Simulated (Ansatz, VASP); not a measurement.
**Al6N: VASP beside Ansatz**

```
Al N
1.0
     2.61425   -4.38603    0.16787
     2.61425    4.38603    0.16787
    -1.88120    0.00000    4.61105
Al N
6 1
Direct
  0.72979 0.72979 0.34100
  0.39232 0.04431 0.34846
  0.04431 0.39232 0.34846
  0.56062 0.89666 0.83923
  0.89666 0.56062 0.83923
  0.20502 0.20502 0.81555
  0.34898 0.34898 0.21255
```

Alike in both runs: functional PBE; k mesh 4 × 4 × 3; occupations gaussian, width 0.2 eV; no spin polarisation.

Ansatz relaxed the structure, and its values are those at the end. VASP's run is a single point on that final structure, the one shown.

```csv
,VASP,Ansatz
version,VASP 6.6.1,Ansatz 0.2.0
potentials or method,"VASP PAW PBE potentials, release 64 (Al, N), cutoff 520 eV","scalar-relativistic, plane waves, PAW"
valence electrons in the cell,23,23
```

VASP gave:

```
gap on the k mesh at the Fermi level (eV) : none
pressure (GPa)                            : 0.0
rms of the force components (eV/Å)        : 0.009
```

Problem. What did Ansatz give for the same quantities?

Solution. gap on the k mesh at the Fermi level (eV): none; pressure (GPa): 0.1; rms of the force components (eV/Å): 0.009.

A gap of «none» marks a metal or a gap that the smearing closes. The functional is the same, so the differences come from potentials, cutoffs and numerics.

The k mesh is coarse, so the values compare programs but aren't converged.
